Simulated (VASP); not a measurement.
TiO2, 3 atoms in the cell. Symmetry: Fm-3m, No. 225, cubic system. Conventional cell: a = 4.794 Å, b = 4.794 Å, c = 4.794 Å, α = 90.00°, β = 90.00°, γ = 90.00°. Ti (site symmetry m-3m) has 8 O at 2.08 Å within 2.7 Å. Within 2.7 Å of O (site symmetry -43m) lie 4 Ti at 2.08 Å and 6 O at 2.40 Å. 

```yaml
Program: VASP 6.6.1
Task: single point
Functional: PBE
Potentials_or_basis: VASP PAW PBE potentials, release 64 (Ti_sv, O)
Cutoff: 520 eV
k_mesh: 6 × 6 × 6
Occupations: gaussian, width 0.01 eV
Spin: no spin polarisation
Dipole_correction: no
Further_INCAR_settings: ALGO = Normal; EDIFF = 1e-06; NBANDS = 19
```

Potentials or basis: VASP PAW PBE potentials, release 64 (Ti_sv, O).

Run with:

```console
$ cat potpaw_PBE.64/Ti_sv/POTCAR potpaw_PBE.64/O/POTCAR > POTCAR
$ mpirun -np 1 vasp_std > vasp.out
```

Hardware: 1 thread of AMD EPYC 7R13, with other jobs on the host.

**Question.** How long does it take, and how much memory?

**Answer.** It took 37 s on 1 thread of AMD EPYC 7R13, with other jobs on the host, peak memory 0.13 GiB. Counts: scf iterations 18, k points 16.
